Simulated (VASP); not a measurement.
# SiC (P6_3mc) in VASP: settings compared, part 2 of 2

VASP 6.6.1.

### 4 Single point, PBE

This run uses another cell than the first one, of 10.33 Å³/atom, 1.019 times its volume.

INCAR

```
SYSTEM = SiC
ALGO = Normal ; EDIFF = 1E-6
ENCUT = 520 ; GGA = PE
ISIF = 2 ; ISMEAR = -1
LASPH = .TRUE. ; LCHARG = .TRUE.
LELF = .TRUE. ; LREAL = .FALSE.
LVHAR = .TRUE. ; LWAVE = .FALSE.
NBANDS = 26 ; NELM = 60
PREC = Accurate ; SIGMA = 0.02
```

KPOINTS

```
k-points
0
G
  12 12 4
  0 0 0
```

POSCAR

```
SiC
1.0
    3.0775550333      0.0000000000      0.0000000000
   -1.5387775167      2.6652408404      0.0000000000
    0.0000000000      0.0000000000     10.0767227833
Si C
4 4
Direct
    0.0000000000      0.0000000000     -0.0001405665
    0.3333333333      0.6666666667      0.2499083816
    0.0000000000      0.0000000000      0.4998594335
    0.6666666667      0.3333333333      0.7499083816
    0.0000000000      0.0000000000      0.1872833959
    0.3333333333      0.6666666667      0.4379487892
    0.0000000000      0.0000000000      0.6872833959
    0.6666666667      0.3333333333      0.9379487892
```

Potentials or basis: VASP PAW PBE potentials, release 64 (Si, C).

Launch:

```console
$ cat potpaw_PBE.64/Si/POTCAR potpaw_PBE.64/C/POTCAR > POTCAR
$ mpirun -np 1 vasp_std > vasp.out
```

OUTCAR:

```text
SYSTEM = SiC
   EDIFF = 1E-6
   ENCUT = 520
   GGA = PE
   ISIF = 2
   ISMEAR = -1
   LASPH = .TRUE.
   LREAL = .FALSE.
   NELM = 60
   PREC = Accurate

 ion  position               nearest neighbor table
   1  0.000  0.000  1.000-   8 1.88   8 1.88   8 1.88   5 1.89   4 3.08   4 3.08   4 3.08   2 3.08
                             2 3.08   2 3.08
   2  0.333  0.667  0.250-   5 1.89   5 1.89   5 1.89   6 1.89   3 3.08   3 3.08   3 3.08   1 3.08
                             1 3.08   1 3.08
   3  0.000  0.000  0.500-   6 1.88   6 1.88   6 1.88   7 1.89   2 3.08   2 3.08   2 3.08   4 3.08
                             4 3.08   4 3.08
   4  0.667  0.333  0.750-   7 1.89   7 1.89   7 1.89   8 1.89   1 3.08   1 3.08   1 3.08   3 3.08
                             3 3.08   3 3.08
   5  0.000  0.000  0.187-   2 1.89   2 1.89   2 1.89   1 1.89
   6  0.333  0.667  0.438-   3 1.88   3 1.88   3 1.88   2 1.89
   7  0.000  0.000  0.687-   4 1.89   4 1.89   4 1.89   3 1.89
   8  0.667  0.333  0.938-   1 1.88   1 1.88   1 1.88   4 1.89

  LATTYP: Found a hexagonal cell.
 ALAT       =     3.0775550333
 C/A-ratio  =     3.2742624175

  Lattice vectors:

 A1 = (   3.0775550333,   0.0000000000,   0.0000000000)
 A2 = (  -1.5387775167,   2.6652408404,   0.0000000000)
 A3 = (   0.0000000000,   0.0000000000,  10.0767227833)

Analysis of symmetry for initial positions (statically):
=====================================================================
 Subroutine PRICEL returns:
 Original cell was already a primitive cell.

 Routine SETGRP: Setting up the symmetry group for a
 hexagonal supercell.

 Subroutine GETGRP returns: Found 12 space group operations
 (whereof  6 operations were pure point group operations)
 out of a pool of 24 trial point group operations.

The static configuration has the point symmetry C_3v.
 The point group associated with its full space group is C_6v.

Analysis of symmetry for dynamics (positions and initial velocities):
=====================================================================
 Subroutine PRICEL returns:
 Original cell was already a primitive cell.

 Routine SETGRP: Setting up the symmetry group for a
 hexagonal supercell.

 Subroutine GETGRP returns: Found 12 space group operations
 (whereof  6 operations were pure point group operations)
 out of a pool of 24 trial point group operations.

The dynamic configuration has the point symmetry C_3v.
 The point group associated with its full space group is C_6v.

 Subroutine INISYM returns: Found 12 space group operations
 (whereof  6 operations are pure point group operations),
 and found     1 'primitive' translations

----------------------------------------------------------------------------------------

                                     Primitive cell

  volume of cell :      82.6536

  direct lattice vectors                    reciprocal lattice vectors
[... 41 lines left out ...]
     0.000000000  0.000000000  0.024809653     0.000000000  0.000000000  0.250000000

  Length of vectors
     0.031266718  0.031266718  0.024809653

  Shift w.r.t. Gamma in fractional coordinates (k-lattice)
     0.000000000  0.000000000  0.000000000

 Subroutine IBZKPT returns following result:
 ===========================================

 Found     57 irreducible k-points:

 Following reciprocal coordinates:
            Coordinates               Weight
  0.000000  0.000000  0.000000      1.000000
  0.083333 -0.000000  0.000000      6.000000
  0.166667 -0.000000  0.000000      6.000000
  0.250000 -0.000000  0.000000      6.000000
  0.333333 -0.000000  0.000000      6.000000
  0.416667 -0.000000  0.000000      6.000000
[... 16 lines left out ...]
  0.250000 -0.000000  0.250000     12.000000
  0.333333 -0.000000  0.250000     12.000000
 [... further k-points ...]
   k-points           NKPTS =     57   k-points in BZ     NKDIM =     57   number of bands    NBANDS=     26
   number of dos      NEDOS =    301   number of ions     NIONS =      8
   total plane-waves  NPLWV =  46080
   dimension x,y,z NGX =    24 NGY =   24 NGZ =   80
   dimension x,y,z NGXF=    48 NGYF=   48 NGZF=  160
   ions per type =               4   4
   NGX,Y,Z   is equivalent  to a cutoff of  12.96, 12.96, 13.20 a.u.
   NGXF,Y,Z  is equivalent  to a cutoff of  25.93, 25.93, 26.40 a.u.
 SYSTEM =  SiC
   PREC   = accura    normal or accurate (medium, high low for compatibility)
   ISTART =      0    job   : 0-new  1-cont  2-samecut
   ICHARG =      2    charge: 1-file 2-atom 10-const
   ISPIN  =      1    spin polarized calculation?
   LNONCOLLINEAR =      F non collinear calculations
   LSORBIT =      F    spin-orbit coupling
   LASPH  =      T    aspherical Exc in radial PAW
   ENCUT  =  520.0 eV  38.22 Ry    6.18 a.u.   5.72  5.72 18.74*2*pi/ulx,y,z
   NELM   =     60;   NELMIN=  2; NELMDL= -5     # of ELM steps
   EDIFF  = 0.1E-05   stopping-criterion for ELM
   LREAL  =      F    real-space projection
   EDIFFG = 0.1E-04   stopping-criterion for IOM
   NSW    =      0    number of steps for IOM
   IBRION =     -1    ionic relax: 0-MD 1-quasi-New 2-CG
   NFREE  =      0    steps in history (QN), initial steepest desc. (CG)
   ISIF   =      2    stress and relaxation
   ISYM   =      2    0-nonsym 1-usesym 2-fastsym
   POTIM  = 0.5000    time-step for ionic-motion
   TEBEG  =    0.0;   TEEND  =   0.0 temperature during run
   PSTRESS=    0.0 pullay stress
   NELECT =      32.0000    total number of electrons
   NUPDOWN=      -1.0000    fix difference up-down
   EMIN   =  10.00;   EMAX   =-10.00  energy-range for DOS
   EFERMI =   0.00;   METHOD = LEGACY
   ISMEAR =    -1;   SIGMA  =   0.02  broadening in eV -4-tet -1-fermi 0-gaus
   EFERMI_NEDOS =   21; number of points for ismear=-14 and -15
   IALGO  =     38    algorithm
   IMIX   =      4    mixing-type and parameters
     AMIX     =   0.40;   BMIX     =  1.00
     AMIX_MAG =   1.60;   BMIX_MAG =  1.00
  volume/ion in A,a.u.               =      10.33        69.72
  Fermi-wavevector in a.u.,A,eV,Ry     =   1.193175  2.254775 19.370173  1.423668
  Thomas-Fermi vector in A             =   2.329196
   LORBIT       =      0    0 simple, 1 ext, 2 COOP (PROOUT), +10 PAW based schemes
   GGA     = PE    functional components
   LHFCALC =     F    Hartree Fock is set to
   AEXX    =    0.0000 exact exchange contribution
   IVDW    =     0    specifies the selected vdW correction
   LEPSILON=     F    determine dielectric tensor
   LRPA    =     F    only Hartree local field effects (RPA)
 non-spin polarized calculation
  energy-cutoff  :      520.00
  volume of cell :       82.65
 maximum number of plane-waves:      2256
 NGX is ok and might be reduce to    24
   NGX = 11   NGY = 11   NGZ = 37

 number of electron      32.0000001 magnetization

 Free energy of the ion-electron system (eV)
  ---------------------------------------------------
  ext. energy  EPLUGINS =         0.00000000
  ---------------------------------------------------
  free energy    TOTEN  =       -60.23474586 eV

  energy without entropy =      -60.23474586  energy(sigma->0) =      -60.23474586

 E-fermi :   8.6143     XC(G=0): -11.3594

 val. band max:        8.1903686681   @ k =   0.0000   0.0000   0.0000
 cond. band min:      10.4154391989   @ k =   0.5000  -0.0000   0.0000
 fundamental gap:      2.2250705308
 Fermi energy:         8.6143235844

 k-point     1 :       0.0000    0.0000    0.0000
  band No.  band energies     occupation
      1      -7.3015      2.00000
      2      -6.1234      2.00000
      3      -6.0869      2.00000
      4      -3.7316      2.00000
      5      -0.4275      2.00000
      6       3.8059      2.00000
[... 685 lines left out ...]
     25      16.8215      0.00000
     26      17.4594      0.00000

 [... further k-points ...]
[... 5 lines left out ...]
  --------------------------------------------------------------------------------------
  -------------------------------------------------------------------------------------
  Total        1.7999573      1.7999573      1.7395289     -0.0000000      0.0000000      0.0000000
  in kB       34.8908207     34.8908207     33.7194613     -0.0000000      0.0000000      0.0000000
  external PRESSURE =      34.5003676 kB  Pullay stress =       0.0000000 kB

 VOLUME and BASIS-vectors are now :
 -----------------------------------------------------------------------------
  energy-cutoff  :      520.00
  volume of cell :       82.65
      direct lattice vectors                 reciprocal lattice vectors
     3.077555033  0.000000000  0.000000000     0.324933263  0.187600307  0.000000000
    -1.538777517  2.665240840  0.000000000     0.000000000  0.375200614  0.000000000
     0.000000000  0.000000000 10.076722783     0.000000000  0.000000000  0.099238614

 POSITION                                       TOTAL-FORCE (eV/Angst)
 -----------------------------------------------------------------------------------
      0.00000      0.00000     10.07531        -0.000000     -0.000000     -0.003026
     -0.00000      1.77683      2.51826         0.000000     -0.000000      0.004181
      0.00000      0.00000      5.03694        -0.000000     -0.000000     -0.003026
      1.53878      0.88841      7.55662         0.000000      0.000000      0.004181
      0.00000      0.00000      1.88720        -0.000000     -0.000000      0.004371
     -0.00000      1.77683      4.41309        -0.000000      0.000000     -0.005526
      0.00000      0.00000      6.92556         0.000000     -0.000000      0.004371
      1.53878      0.88841      9.45145        -0.000000     -0.000000     -0.005526
 -----------------------------------------------------------------------------------
    total drift:                               -0.000000     -0.000000     -0.000088

  FREE ENERGIE OF THE ION-ELECTRON SYSTEM (eV)
  ---------------------------------------------------
  free  energy   TOTEN  =       -60.2347458636 eV

  energy  without entropy=      -60.2347458636  energy(sigma->0) =      -60.23474586
```

Wall time 73 s (1 thread of AMD EPYC 9R45 (Zen 5), shared host); peak memory 0.21 GiB.

Results:

```
Free energy            : -60.2347 eV
Pressure               : 3.5 GPa
Largest force          : 0.006 eV/Å
Band gap on the k mesh : 2.23 eV, indirect (least direct gap 3.35 eV)
```

Forces on the atoms (eV/Å):
```
Si   0.000  0.000 -0.003
Si   0.000  0.000  0.004
Si   0.000  0.000 -0.003
Si   0.000  0.000  0.004
C    0.000  0.000  0.004
C    0.000  0.000 -0.006
C    0.000  0.000  0.004
C    0.000  0.000 -0.006
```

Stress tensor (GPa, compression positive):
```
3.49 0.00 0.00
0.00 3.49 0.00
0.00 0.00 3.37
```

Levels at points of the mesh, in eV from the valence-band top:
```tsv
k point	band 12	band 13	band 14	band 15	band 16	band 17	band 18	band 19	band 20	band 21
(0.00, 0.00, 0.00)	-0.58	-0.58	-0.05	0.00	0.00	5.10	5.68	6.30	6.32	6.98
(0.50, 0.00, 0.00)	-2.39	-2.36	-2.22	-1.58	-1.12	2.22	2.35	4.23	4.75	5.30
(0.00, 0.00, 0.50)	-1.04	-0.21	-0.21	-0.21	-0.21	5.31	5.31	6.77	6.77	7.07
(0.50, 0.00, 0.50)	-3.02	-2.50	-2.50	-1.55	-1.55	2.64	2.64	4.21	4.21	6.12
```

A k mesh can miss the band edges. A hybrid or GW would open this gap; PBE tends to underestimate it.

### 5 The runs side by side

| level | potentials or basis | cell | k mesh | gap on the mesh (eV) | pressure (GPa) |
| --- | --- | --- | --- | --- | --- |
| LDA | VASP PAW LDA potentials, release 64 (Si, C) | a = 3.058, b = 3.058, c = 10.012 Å, angles 90.0, 90.0, 120.0°, 8 atoms | 12 × 12 × 2 | 2.17 | 0.4 |
| PBEsol | VASP PAW PBE potentials, release 64 (Si, C) | a = 3.078, b = 3.078, c = 10.076 Å, angles 90.0, 90.0, 120.0°, 8 atoms | 12 × 12 × 2 | 2.11 | 0.4 |
| PBE | VASP PAW PBE potentials, release 64 (Si, C) | a = 3.078, b = 3.078, c = 10.077 Å, angles 90.0, 90.0, 120.0°, 8 atoms | 12 × 12 × 4 | 2.23 | 3.5 |

Alike in all rows: task single point; no spin polarisation; cutoff (eV) 520; smearing fermi-dirac 0.02 eV.

Caveats: the PAW data sets were made with another functional, which shifts forces and pressure a little (some runs).

Absolute energies hang on the potentials; compare differences alone.
